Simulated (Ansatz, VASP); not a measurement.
One calculation of H, two programs

```
CELL_PARAMETERS angstrom
-1.69153 1.69153 2.05847
1.69153 -1.69153 2.05847
1.69153 1.69153 -2.05847
ATOMIC_POSITIONS crystal
H 0.09014 0.09014 0.00000
H 0.90986 0.90986 0.00000
```

Alike in both runs: task relaxation of cell and atoms; functional LDA; k mesh 11 × 11 × 11; occupations fermi-dirac, width 0.05 eV; no spin polarisation.

```csv
,VASP,Ansatz
version,VASP 6.6.1,Ansatz 0.2.0
potentials or method,"VASP PAW LDA potentials, release 64 (H)",Ansatz PAW
plane-wave cutoff (eV),600,420
valence electrons in the cell,2,2
```

```csv
,VASP,Ansatz,Ansatz less VASP
"gap on the k mesh at the Fermi level, each at its own relaxed structure (eV)",7.07,7.39,+0.322
relaxed volume (Å³/atom),7.69,7.70,+0.013
relaxed cell length with the largest relative difference (Å),2.748,2.778,+0.0296
```

LDA's correlation is that of Perdew and Zunger in VASP and of Perdew and Wang (1992) in Ansatz.

Noted on VASP's run: the volume moved by over 15 % at a fixed basis, so the end points are rough. Noted on Ansatz's run: the volume moved by over 15 % at a fixed basis, so the end points are rough; odd divisions of the mesh miss points on the zone boundary, where band edges often lie, so the gap on the mesh can be too wide; the plane-wave basis is chosen anew once the cell has moved, so the energies of steps on either side of that aren't comparable.
